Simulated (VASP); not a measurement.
Here is a VASP 6.6.1 calculation.

The input INCAR:

```
SYSTEM = C4F
PREC = Accurate
ENCUT = 520
EDIFF = 1E-6
ISMEAR = 0
SIGMA = 0.1
LREAL = .FALSE.
LASPH = .TRUE.
NELM = 60
ALGO = Normal
ISIF = 2
LWAVE = .FALSE.
LCHARG = .FALSE.
GGA = PE
IVDW = 12
NBANDS = 20
```

File KPOINTS:

```
regular mesh
0
G
  6 6 6
  0 0 0
```

Contents of POSCAR:

```
C4F
1.0
   -1.9141354000      1.9141354000      3.7479241200
    1.9141354000     -1.9141354000      3.7479241200
    1.9141354000      1.9141354000     -3.7479241200
C F
4 1
Direct
    0.2370000000      0.2370000000      0.0000000000
    0.7630000000      0.7630000000      0.0000000000
    0.5000000000      0.0000000000      0.5000000000
    0.0000000000      0.5000000000      0.5000000000
    0.0000000000      0.0000000000      0.0000000000
```

Potentials or basis: VASP PAW PBE potentials, release 64 (C, F).

The run is started by

```sh
$ cat potpaw_PBE.64/C/POTCAR potpaw_PBE.64/F/POTCAR > POTCAR
$ mpirun -np 1 vasp_std > vasp.out
```

(1) Predict the band gap on the k mesh.

(2) What does it give for the dispersion energy per atom?

Results:

(1) zero (an odd number of electrons rules out a gap without spin polarisation).

(2) -0.177 eV.

Caveat: an odd number of electrons without spin polarisation forces a metal; a magnetic or distorted state may lie lower.
